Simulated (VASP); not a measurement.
# GaSb (rocksalt type) (Fm-3m) in VASP: a series of runs

Runs on GaSb (rocksalt type). Level: PBE. Tasks: relaxation of cell and atoms, single point.

Program: VASP 6.6.1. These are calculated values, not measurements. Logs are shortened: lines on timing, memory, paths and dates and some standing lists are left out, and cuts for length are marked.

### 1 The cell of the first run

Symmetry: Fm-3m, No. 225, cubic system. Conventional cell: a = 5.443 Å, b = 5.443 Å, c = 5.443 Å, α = 90.00°, β = 90.00°, γ = 90.00°. Within 3.6 Å of Ga (site symmetry m-3m) lie 6 Sb at 2.72 Å. Sb (site symmetry m-3m) has 6 Ga at 2.72 Å within 3.6 Å.

### 2 Relaxation of cell and atoms, PBE

File INCAR:

```
  PREC = Accurate
  ENCUT = 600
  EDIFF = 1E-7
  ISMEAR = -1
  SIGMA = 0.08
  LREAL = F
  LASPH = T
  NELM = 60
  ALGO = Normal
  ISIF = 3
  LWAVE = F
  LCHARG = F
  GGA = PE
  IBRION = 2
  NSW = 60
  EDIFFG = -0.005
```

File KPOINTS:

```
regular mesh
0
Gamma
  13 13 13
```

File POSCAR:

```
GaSb
1.0
    0.0000000000      2.7216090333      2.7216090333
    2.7216090333      0.0000000000      2.7216090333
    2.7216090333      2.7216090333      0.0000000000
Ga Sb
1 1
Direct
    0.0000000000      0.0000000000      0.0000000000
    0.5000000000      0.5000000000      0.5000000000
```

Potentials or basis: VASP PAW PBE potentials, release 64 (Ga_d, Sb).

Command:

```bash
$ cat potpaw_PBE.64/Ga_d/POTCAR potpaw_PBE.64/Sb/POTCAR > POTCAR
$ mpirun -np 1 vasp_std > vasp.out
```

OUTCAR:

```text
PREC = Accurate
   ENCUT = 600
   EDIFF = 1E-7
   ISMEAR = -1
   LREAL = F
   LASPH = T
   NELM = 60
   ISIF = 3
   GGA = PE
   IBRION = 2
   NSW = 60
   EDIFFG = -0.005

 ion  position               nearest neighbor table
   1  0.000  0.000  0.000-   2 2.72   2 2.72   2 2.72   2 2.72   2 2.72   2 2.72
   2  0.500  0.500  0.500-   1 2.72   1 2.72   1 2.72   1 2.72   1 2.72   1 2.72

  LATTYP: Found a face centered cubic cell.
 ALAT       =     5.4432180666

  Lattice vectors:

 A1 = (   0.0000000000,   2.7216090333,   2.7216090333)
 A2 = (   2.7216090333,   0.0000000000,   2.7216090333)
 A3 = (   2.7216090333,   2.7216090333,   0.0000000000)

Analysis of symmetry for initial positions (statically):
=====================================================================
 Subroutine PRICEL returns:
 Original cell was already a primitive cell.

 Routine SETGRP: Setting up the symmetry group for a
 face centered cubic supercell.

 Subroutine GETGRP returns: Found 48 space group operations
 (whereof 48 operations were pure point group operations)
 out of a pool of 48 trial point group operations.

The static configuration has the point symmetry O_h .

Analysis of symmetry for dynamics (positions and initial velocities):
=====================================================================
 Subroutine PRICEL returns:
 Original cell was already a primitive cell.

 Routine SETGRP: Setting up the symmetry group for a
 face centered cubic supercell.

 Subroutine GETGRP returns: Found 48 space group operations
 (whereof 48 operations were pure point group operations)
 out of a pool of 48 trial point group operations.

The dynamic configuration has the point symmetry O_h .

 Subroutine INISYM returns: Found 48 space group operations
 (whereof 48 operations are pure point group operations),
 and found     1 'primitive' translations

----------------------------------------------------------------------------------------

                                     Primitive cell

  volume of cell :      40.3188

  direct lattice vectors                    reciprocal lattice vectors
     0.000000000  2.721609033  2.721609033    -0.183714852  0.183714852  0.183714852
     2.721609033  0.000000000  2.721609033     0.183714852 -0.183714852  0.183714852
     2.721609033  2.721609033  0.000000000     0.183714852  0.183714852 -0.183714852

  length of vectors
     3.848936406  3.848936406  3.848936406     0.318203457  0.318203457  0.318203457

  position of ions in fractional coordinates (direct lattice)
     0.000000000  0.000000000  0.000000000
     0.500000000  0.500000000  0.500000000

  ion indices of the primitive-cell ions
   primitive index   ion index
                 1           1
                 2           2
[... 89 lines left out ...]
   IALGO  =     38    algorithm
   IMIX   =      4    mixing-type and parameters
     AMIX     =   0.40;   BMIX     =  1.00
     AMIX_MAG =   1.60;   BMIX_MAG =  1.00
  volume/ion in A,a.u.               =      20.16       136.04
  Fermi-wavevector in a.u.,A,eV,Ry     =   1.251209  2.364443 21.300253  1.565524
  Thomas-Fermi vector in A             =   2.385167
   LORBIT       =      0    0 simple, 1 ext, 2 COOP (PROOUT), +10 PAW based schemes
   GGA     = PE    functional components
   LHFCALC =     F    Hartree Fock is set to
   AEXX    =    0.0000 exact exchange contribution
   IVDW    =     0    specifies the selected vdW correction
   LEPSILON=     F    determine dielectric tensor
   LRPA    =     F    only Hartree local field effects (RPA)
 conjugate gradient relaxation of ions
 non-spin polarized calculation
  energy-cutoff  :      600.00
  volume of cell :       40.32
 maximum number of plane-waves:      1369
   NGX = 15   NGY = 15   NGZ = 15

--------------------------------------- Ionic step        1  -------------------------------------------

 number of electron      18.0000005 magnetization

 Free energy of the ion-electron system (eV)
  ---------------------------------------------------
  ext. energy  EPLUGINS =         0.00000000
  ---------------------------------------------------
  free energy    TOTEN  =        -6.61006606 eV

  energy without entropy =       -6.59302189  energy(sigma->0) =       -6.60154397

------------------------ aborting loop because EDIFF is reached ----------------------------------------

  FORCE on cell =-STRESS in cart. coord.  units (eV):
  Direction    XX          YY          ZZ          XY          YZ          ZX
  --------------------------------------------------------------------------------------
  -------------------------------------------------------------------------------------
  Total        4.1906449      4.1906449      4.1906449      0.0000000      0.0000000     -0.0000000
  in kB      166.5268369    166.5268369    166.5268369      0.0000000      0.0000000     -0.0000000
  external PRESSURE =     166.5268369 kB  Pullay stress =       0.0000000 kB
[... 23 lines left out ...]
--------------------------------------- Ionic step        2  -------------------------------------------

 number of electron      18.0000008 magnetization

 E-fermi :   5.2418     XC(G=0):  -9.7083

 val. band max:        5.2114277416   @ k =  -0.3846   0.1538   0.0000
 cond. band min:       5.2617571967   @ k =   0.2308   0.0769   0.0000
 fundamental gap:      0.0503294551
 Fermi energy:         5.2417747226

 k-point     1 :       0.0000    0.0000    0.0000
  band No.  band energies     occupation
      1      -9.4756      2.00000
      2      -9.4756      2.00000
      3      -9.4594      2.00000
      4      -9.4594      2.00000
      5      -9.4594      2.00000
      6      -5.8282      2.00000
      7       4.2151      1.99999
      8       5.3926      0.26350
      9       5.3926      0.26350
     10       5.3926      0.26350
     11      11.0286      0.00000
     12      11.0286      0.00000
     13      11.0286      0.00000
[... 475 lines left out ...]
--------------------------------------- Ionic step        5  -------------------------------------------

 number of electron      17.9999988 magnetization

 Free energy of the ion-electron system (eV)
  ---------------------------------------------------
  ext. energy  EPLUGINS =         0.00000000
  ---------------------------------------------------
  free energy    TOTEN  =        -6.97432325 eV

  energy without entropy =       -6.95265481  energy(sigma->0) =       -6.96348903

 E-fermi :   6.2917     XC(G=0): -10.1496

 val. band max:        6.2357394282   @ k =  -0.4615   0.2308   0.0000
 cond. band min:       6.3311832782   @ k =   0.2308   0.0769   0.0000
 fundamental gap:      0.0954438500
 Fermi energy:         6.2916512582

 k-point     1 :       0.0000    0.0000    0.0000
  band No.  band energies     occupation
      1      -8.5222      2.00000
      2      -8.5222      2.00000
      3      -8.5018      2.00000
      4      -8.5018      2.00000
      5      -8.5018      2.00000
      6      -5.4577      2.00000
      7       6.0176      1.93698
      8       6.4412      0.26717
      9       6.4412      0.26717
     10       6.4412      0.26717
     11      12.4398      0.00000
     12      12.4398      0.00000
     13      12.4398      0.00000
[... 397 lines left out ...]
  FREE ENERGIE OF THE ION-ELECTRON SYSTEM (eV)
  ---------------------------------------------------
  free  energy   TOTEN  =        -6.9743232517 eV

  energy  without entropy=       -6.9526548104  energy(sigma->0) =       -6.96348903

 reached required accuracy - stopping structural energy minimisation
```

OSZICAR:

```text
N       E                     dE             d eps       ncg     rms          rms(c)
DAV:   1     0.806671943597E+02    0.80667E+02   -0.96084E+03  2208   0.211E+03
DAV:   2    -0.119741384200E+01   -0.81865E+02   -0.79637E+02  2404   0.345E+02
DAV:   3    -0.653785615273E+01   -0.53404E+01   -0.52295E+01  2650   0.716E+01
[... 47 lines left out ...]
DAV:   2    -0.697444161947E+01    0.43225E-03   -0.86596E-04  2679   0.578E-01    0.621E-02
DAV:   3    -0.697433493388E+01    0.10669E-03   -0.12156E-04  2814   0.190E-01    0.144E-02
DAV:   4    -0.697432395984E+01    0.10974E-04   -0.10931E-05  2750   0.473E-02    0.399E-03
DAV:   5    -0.697432327265E+01    0.68719E-06   -0.83317E-07  2666   0.123E-02    0.104E-03
DAV:   6    -0.697432325169E+01    0.20953E-07   -0.10697E-07  1307   0.602E-03
   5 F= -.69743233E+01 E0= -.69634890E+01  d E =-.277854E-04
```

It took 4.2 min on 1 thread of AMD EPYC 7R13, shared host; peak memory 0.2 GiB.

What came out:

* Free energy: -6.9743 eV
* Relaxed volume: 24.39 Å³/atom
* Relaxed cell: a = 4.101 Å, b = 4.101 Å, c = 4.101 Å, α = 60.00°, β = 60.00°, γ = 60.00°
* Space group after relaxing (to 0.05 Å): Fm-3m (No. 225)
* Energy gained by relaxing: 182.1 meV/atom
* Ionic steps: 5
* Pressure after relaxing: 0.0 GPa
* Band gap on the k mesh: zero (band 9 reaches 7.14 eV, above the bottom of band 10 at 3.99 eV)

The path:
```tsv
step	energy change (eV)	largest force (eV/Å)	pressure (GPa)	volume (Å³)
1	0.0000	0.0000	16.65	40.32
2	-0.2903	0.0000	-4.26	53.82
3	-0.3642	0.0000	0.10	48.69
4	-0.3642	0.0000	-0.09	48.86
5	-0.3643	0.0000	-0.01	48.77
```

Final structure:
```cif
data_structure
_symmetry_space_group_name_H-M 'P 1'
_symmetry_Int_Tables_number 1
_cell_length_a 4.1010
_cell_length_b 4.1010
_cell_length_c 4.1010
_cell_angle_alpha 60.000
_cell_angle_beta 60.000
_cell_angle_gamma 60.000
_cell_volume 48.77
loop_
_atom_site_label
_atom_site_type_symbol
_atom_site_fract_x
_atom_site_fract_y
_atom_site_fract_z
_atom_site_occupancy
Ga1 Ga 0.00000 0.00000 0.00000 1
Sb1 Sb 0.50000 0.50000 0.50000 1
```

Caveat: the volume moved by over 15 % at a fixed basis, so the end points are rough; spin-orbit coupling is left out, which moves the levels of the heavy elements.

### 3 Single point, PBE (volume scaled by 0.72)

File INCAR:

```
SYSTEM = GaSb
ALGO     = Normal         ! electronic algorithm
EDIFF    = 1E-6           ! SCF threshold, eV
ENCUT    = 500            ! plane-wave cutoff, eV
GGA      = PE             ! functional
GGA_COMPAT= .FALSE.      
ISIF     = 2              ! what is computed and relaxed
ISMEAR   = -1             ! smearing method
LASPH    = .TRUE.         ! aspherical terms in the spheres
LCHARG   = .TRUE.         ! write CHGCAR
LELF     = .TRUE.         ! ELF
LREAL    = .FALSE.        ! projectors in reciprocal space
LVHAR    = .TRUE.       
LWAVE    = .FALSE.        ! write WAVECAR
NBANDS   = 16             ! bands
NELM     = 120            ! most SCF steps
PREC     = Accurate       ! precision mode
SIGMA    = 0.08           ! smearing width, eV
```

File KPOINTS:

```
k-points
0
G
  13 13 13
  0 0 0
```

File POSCAR:

```
GaSb
1.0
    0.0000000000      2.5985859812      2.5985859812
    2.5985859812      0.0000000000      2.5985859812
    2.5985859812      2.5985859812      0.0000000000
Ga Sb
1 1
Direct
    0.0000000000      0.0000000000      0.0000000000
    0.5000000000      0.5000000000      0.5000000000
```

Potentials or basis: VASP PAW PBE potentials, release 64 (Ga_d, Sb).

Command:

```bash
$ cat potpaw_PBE.64/Ga_d/POTCAR potpaw_PBE.64/Sb/POTCAR > POTCAR
$ mpirun -np 1 vasp_std > vasp.out
```

Wall time 20 s (1 thread of Intel Xeon 6975P-C (Granite Rapids), shared host); peak memory 0.19 GiB.

It converged, with:

- Free energy: -5.7254 eV
- Pressure: 40.2 GPa
- Band gap on the k mesh: zero (band 9 reaches 11.94 eV, above the bottom of band 10 at 7.11 eV)

Levels at points of the mesh, in eV from the Fermi level:
| k point | band 5 | band 6 | band 7 | band 8 | band 9 | band 10 | band 11 | band 12 | band 13 | band 14 |
| --- | --- | --- | --- | --- | --- | --- | --- | --- | --- | --- |
| (0.00, 0.00, 0.00) | -15.50 | -14.74 | 0.08 | 0.08 | 0.08 | 3.07 | 6.33 | 6.33 | 6.33 | 7.34 |

Caveat: the cell differs from its parent crystal (volume scaled by 0.72); spin-orbit coupling is left out, which moves the levels of the heavy elements.

### 4 Single point, PBE (volume scaled by 0.88)

File INCAR:

```
ALGO = Normal
EDIFF = 1E-6
ENCUT = 500
GGA = PE
GGA_COMPAT = F
ISIF = 2
ISMEAR = -1
LASPH = T
LCHARG = T
LELF = T
LREAL = F
LVHAR = T
LWAVE = F
NBANDS = 16
NELM = 120
PREC = Accurate
SIGMA = 0.08
```

File KPOINTS:

```
k-points
0
Gamma
  13 13 13
```

File POSCAR:

```
GaSb
1.0
    0.0000000000      2.7783512480      2.7783512480
    2.7783512480      0.0000000000      2.7783512480
    2.7783512480      2.7783512480      0.0000000000
Ga Sb
1 1
Direct
    0.0000000000      0.0000000000      0.0000000000
    0.5000000000      0.5000000000      0.5000000000
```

Command:

```bash
$ cat potpaw_PBE.64/Ga_d/POTCAR potpaw_PBE.64/Sb/POTCAR > POTCAR
$ mpirun -np 1 vasp_std > vasp.out
```

Wall time 23 s (1 thread of Intel Xeon 6975P-C (Granite Rapids), shared host); peak memory 0.2 GiB.

Results (log left out):

```yaml
Free_energy: -6.8188 eV
Pressure: 9.6 GPa
Band_gap_on_the_k_mesh: zero (band 9 reaches 8.82 eV, above the bottom of band 10 at 5.08 eV)
```

Levels at points of the mesh, in eV from the Fermi level:
```
           k point  band 7  band 8  band 9  band 10  band 11  band 12
(0.00, 0.00, 0.00)    0.13    0.13    0.13     0.86     6.32     6.32
```

Caveat: the cell differs from its parent crystal (volume scaled by 0.88); spin-orbit coupling is left out, which moves the levels of the heavy elements.

### 5 The runs side by side

| task | cell | cutoff (eV) | gap on the mesh (eV) | pressure (GPa) |
| --- | --- | --- | --- | --- |
| relaxation of cell and atoms | relaxed from a = 3.849 Å, angles 60.0°, 2 atoms | 600 | none | 0.0 |
| single point | a = 3.675 Å, angles 60.0°, 2 atoms | 500 | none | 40.2 |
| single point | a = 3.929 Å, angles 60.0°, 2 atoms | 500 | none | 9.6 |

Alike in all rows: level PBE; potentials or basis VASP PAW PBE potentials, release 64 (Ga_d, Sb); no spin polarisation; k mesh 13 × 13 × 13; smearing fermi-dirac 0.08 eV.

Caveats: spin-orbit coupling is left out, which moves the levels of the heavy elements; the volume moved by over 15 % at a fixed basis, so the end points are rough (some runs).

Total energies depend on the potentials used, so only differences within one code and one set of settings carry meaning.
